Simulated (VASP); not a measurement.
# HfO2 (Fm-3m) in VASP: a series of runs, part 2 of 2

VASP 6.6.1. Earlier steps stand in the parts before.

## (4) Single point, PBEsol+D4

This run uses another cell than the first one, of 10.62 Å³/atom, 1.006 times its volume.

INCAR

```
PREC     = Accurate       # precision mode
ENCUT    = 520            # plane-wave cutoff, eV
EDIFF    = 1E-6           # SCF threshold, eV
ISMEAR   = -1             # smearing method
SIGMA    = 0.05           # smearing width, eV
LREAL    = False          # projectors in reciprocal space
LASPH    = True           # aspherical terms in the spheres
NELM     = 80             # most SCF steps
ALGO     = Normal         # electronic algorithm
ISIF     = 2              # what is computed and relaxed
LWAVE    = False          # write WAVECAR
LCHARG   = False          # write CHGCAR
GGA      = PS             # functional
IVDW     = 13             # dispersion correction
NBANDS   = 18             # bands
```

KPOINTS

```
Automatic mesh
0
Gamma
  9 9 9
```

POSCAR

```
HfO2
1.0
    0.0000000000      2.5159056674      2.5159056674
    2.5159056674      0.0000000000      2.5159056674
    2.5159056674      2.5159056674      0.0000000000
Hf O
1 2
Direct
    0.0000000000      0.0000000000      0.0000000000
    0.7500000000      0.7500000000      0.7500000000
    0.2500000000      0.2500000000      0.2500000000
```

Potentials or basis: VASP PAW PBE potentials, release 64 (Hf_pv, O).

On the command line:

```console
$ cat potpaw_PBE.64/Hf_pv/POTCAR potpaw_PBE.64/O/POTCAR > POTCAR
$ mpirun -np 1 vasp_std > vasp.out
```

OUTCAR:

```text
PREC = Accurate
   ENCUT = 520
   EDIFF = 1E-6
   ISMEAR = -1
   LREAL = False
   LASPH = True
   NELM = 80
   ISIF = 2
   GGA = PS
   IVDW = 13

 ion  position               nearest neighbor table
   1  0.000  0.000  0.000-   2 2.18   2 2.18   2 2.18   2 2.18   3 2.18   3 2.18   3 2.18   3 2.18

   2  0.750  0.750  0.750-   1 2.18   1 2.18   1 2.18   1 2.18
   3  0.250  0.250  0.250-   1 2.18   1 2.18   1 2.18   1 2.18

  LATTYP: Found a face centered cubic cell.
 ALAT       =     5.0318113348

  Lattice vectors:

 A1 = (   0.0000000000,   2.5159056674,   2.5159056674)
 A2 = (   2.5159056674,   0.0000000000,   2.5159056674)
 A3 = (   2.5159056674,   2.5159056674,   0.0000000000)

Analysis of symmetry for initial positions (statically):
=====================================================================
 Subroutine PRICEL returns:
 Original cell was already a primitive cell.

 Routine SETGRP: Setting up the symmetry group for a
 face centered cubic supercell.

 Subroutine GETGRP returns: Found 48 space group operations
[... 9 lines left out ...]

 Routine SETGRP: Setting up the symmetry group for a
 face centered cubic supercell.

 Subroutine GETGRP returns: Found 48 space group operations
[... 11 lines left out ...]
                                     Primitive cell

  volume of cell :      31.8503

  direct lattice vectors                    reciprocal lattice vectors
     0.000000000  2.515905667  2.515905667    -0.198735591  0.198735591  0.198735591
     2.515905667  0.000000000  2.515905667     0.198735591 -0.198735591  0.198735591
     2.515905667  2.515905667  0.000000000     0.198735591  0.198735591 -0.198735591

  length of vectors
     3.558027916  3.558027916  3.558027916     0.344220141  0.344220141  0.344220141

  position of ions in fractional coordinates (direct lattice)
     0.000000000  0.000000000  0.000000000
     0.750000000  0.750000000  0.750000000
     0.250000000  0.250000000  0.250000000
[... 92 lines left out ...]
   EFERMI =   0.00;   METHOD = LEGACY
   ISMEAR =    -1;   SIGMA  =   0.05  broadening in eV -4-tet -1-fermi 0-gaus
   EFERMI_NEDOS =   21; number of points for ismear=-14 and -15
   IALGO  =     38    algorithm
   IMIX   =      4    mixing-type and parameters
     AMIX     =   0.40;   BMIX     =  1.00
     AMIX_MAG =   1.60;   BMIX_MAG =  1.00
  volume/ion in A,a.u.               =      10.62        71.65
  Fermi-wavevector in a.u.,A,eV,Ry     =   1.447143  2.734703 28.493622  2.094222
  Thomas-Fermi vector in A             =   2.565131
   LORBIT       =      0    0 simple, 1 ext, 2 COOP (PROOUT), +10 PAW based schemes
   GGA     = PS    functional components
   LHFCALC =     F    Hartree Fock is set to
   AEXX    =    0.0000 exact exchange contribution
   IVDW    =    13    specifies the selected vdW correction
   LEPSILON=     F    determine dielectric tensor
   LRPA    =     F    only Hartree local field effects (RPA)
 non-spin polarized calculation
  energy-cutoff  :      520.00
  volume of cell :       31.85
 maximum number of plane-waves:       881
   NGX = 13   NGY = 13   NGZ = 13

 number of electron      21.9999995 magnetization

 Free energy of the ion-electron system (eV)
  ---------------------------------------------------
  ext. energy  EPLUGINS =         0.00000000
  ---------------------------------------------------
  free energy    TOTEN  =       -31.63601175 eV

  energy without entropy =      -31.63601175  energy(sigma->0) =      -31.63601175

 E-fermi :   5.3582     XC(G=0): -12.2264

 val. band max:        4.2736466904   @ k =  -0.4444   0.4444   0.0000
 cond. band min:       8.1210931725   @ k =   0.4444   0.4444   0.0000
 fundamental gap:      3.8474464821
 Fermi energy:         5.3581523974

 k-point     1 :       0.0000    0.0000    0.0000
  band No.  band energies     occupation
      1     -25.1960      2.00000
      2     -25.1960      2.00000
      3     -25.1960      2.00000
      4     -14.5045      2.00000
      5     -11.2887      2.00000
      6      -1.2155      2.00000
[... 481 lines left out ...]
      5     -12.2475      2.00000
      6      -2.2454      2.00000
[... 10 lines left out ...]
     17      16.4277      0.00000
     18      17.9428      0.00000

 [... further k-points ...]

------------------------ aborting loop because EDIFF is reached ----------------------------------------

  DFT-D4 for vdW energy calculation

  Edisp (eV):   -0.34166

  FORCE on cell =-STRESS in cart. coord.  units (eV):
  Direction    XX          YY          ZZ          XY          YZ          ZX
  --------------------------------------------------------------------------------------
  -------------------------------------------------------------------------------------
  Total      -0.75100    -0.75100    -0.75100    -0.00000     0.00000    -0.00000
  in kB     -37.77770   -37.77770   -37.77770    -0.00000     0.00000    -0.00000
  external pressure =      -37.78 kB  Pullay stress =        0.00 kB

 VOLUME and BASIS-vectors are now :
 -----------------------------------------------------------------------------
  energy-cutoff  :      520.00
  volume of cell :       31.85
      direct lattice vectors                 reciprocal lattice vectors
     0.000000000  2.515905667  2.515905667    -0.198735591  0.198735591  0.198735591
     2.515905667  0.000000000  2.515905667     0.198735591 -0.198735591  0.198735591
     2.515905667  2.515905667  0.000000000     0.198735591  0.198735591 -0.198735591

 POSITION                                       TOTAL-FORCE (eV/Angst)
 -----------------------------------------------------------------------------------
      0.00000      0.00000      0.00000        -0.000000      0.000000     -0.000000
      3.77386      3.77386      3.77386         0.000000      0.000000      0.000000
      1.25795      1.25795      1.25795        -0.000000     -0.000000     -0.000000
 -----------------------------------------------------------------------------------
    total drift:                                0.000000      0.000000      0.000000

  FREE ENERGIE OF THE ION-ELECTRON SYSTEM (eV)
  ---------------------------------------------------
  free  energy   TOTEN  =       -31.9776682646 eV

  energy  without entropy=      -31.9776682646  energy(sigma->0) =      -31.97766826
```

It took 9.7 s on 1 thread of Intel Xeon 6975P-C (Granite Rapids), shared host; peak memory 0.17 GiB.

What came out:

```yaml
Free_energy: -31.9777 eV
Pressure: -3.8 GPa
Band_gap_on_the_k_mesh: 3.85 eV, indirect (least direct gap 3.97 eV)
Dispersion_energy_per_atom: -0.114 eV
```

Levels at points of the mesh, in eV from the valence-band top:
| k point | band 8 | band 9 | band 10 | band 11 | band 12 | band 13 | band 14 | band 15 |
| --- | --- | --- | --- | --- | --- | --- | --- | --- |
| (0.00, 0.00, 0.00) | -5.49 | -0.57 | -0.57 | -0.57 | 3.88 | 3.88 | 5.88 | 10.76 |

Caveat: the PAW data sets were made with another functional, which shifts forces and pressure a little; spin-orbit coupling is left out, which moves the levels of the heavy elements. A k mesh can miss the band edges.

## (5) Single point, PBEsol+D3(BJ)

This run uses another cell than the first one, of 11.15 Å³/atom, 1.057 times its volume.

INCAR

```
SYSTEM = HfO2
ALGO     = Normal         ! electronic algorithm
EDIFF    = 1E-7           ! SCF threshold, eV
ENCUT    = 520            ! plane-wave cutoff, eV
GGA      = PS             ! functional
ISIF     = 2              ! what is computed and relaxed
ISMEAR   = -1             ! smearing method
IVDW     = 12             ! dispersion correction
LASPH    = .True.         ! aspherical terms in the spheres
LCHARG   = .True.         ! write CHGCAR
LELF     = .True.         ! ELF
LREAL    = .False.        ! projectors in reciprocal space
LVHAR    = .True.       
LWAVE    = .False.        ! write WAVECAR
NBANDS   = 18             ! bands
NELM     = 80             ! most SCF steps
PREC     = Accurate       ! precision mode
SIGMA    = 0.05           ! smearing width, eV
```

KPOINTS

```
k-points
0
Gamma
  9 9 9
  0 0 0
```

POSCAR

```
HfO2
1.0
    0.0000000000      2.5575000000      2.5575000000
    2.5575000000      0.0000000000      2.5575000000
    2.5575000000      2.5575000000      0.0000000000
Hf O
1 2
Direct
    0.0000000000      0.0000000000      0.0000000000
    0.7500000000      0.7500000000      0.7500000000
    0.2500000000      0.2500000000      0.2500000000
```

On the command line:

```console
$ cat potpaw_PBE.64/Hf_pv/POTCAR potpaw_PBE.64/O/POTCAR > POTCAR
$ mpirun -np 1 vasp_std > vasp.out
```

It took 10 s on 1 thread of Intel Xeon 6975P-C (Granite Rapids), shared host; peak memory 0.17 GiB.

Results (log left out):

| Quantity | Value |
| --- | --- |
| Free energy | -32.2212 eV |
| Pressure | -16.8 GPa |
| Band gap on the k mesh | 3.71 eV, indirect (least direct gap 3.83 eV) |
| Dispersion energy per atom | -0.221 eV |

Levels at points of the mesh, in eV from the valence-band top:
```csv
k point,band 8,band 9,band 10,band 11,band 12,band 13,band 14,band 15
"(0.00, 0.00, 0.00)",-5.19,-0.55,-0.55,-0.55,3.77,3.77,5.49,10.14
```

Caveat: three body term missing; the PAW data sets were made with another functional, which shifts forces and pressure a little; spin-orbit coupling is left out, which moves the levels of the heavy elements.

## (6) The runs side by side

```tsv
level	cell	gap on the mesh (eV)	pressure (GPa)
PBEsol+D3(BJ)	a = 3.551 Å, angles 60.0°, 3 atoms	3.86	-3.8
PBEsol+D3(BJ)	a = 3.553 Å, angles 60.0°, 3 atoms	3.86	-4.4
PBEsol+D4	a = 3.558 Å, angles 60.0°, 3 atoms	3.85	-3.8
PBEsol+D3(BJ)	a = 3.617 Å, angles 60.0°, 3 atoms	3.71	-16.8
```

Alike in all rows: task single point; potentials or basis VASP PAW PBE potentials, release 64 (Hf_pv, O); no spin polarisation; k mesh 9 × 9 × 9; cutoff (eV) 520; smearing fermi-dirac 0.05 eV.

Caveats: the PAW data sets were made with another functional, which shifts forces and pressure a little; spin-orbit coupling is left out, which moves the levels of the heavy elements; three body term missing (some runs).

Absolute energies hang on the potentials; compare differences alone.
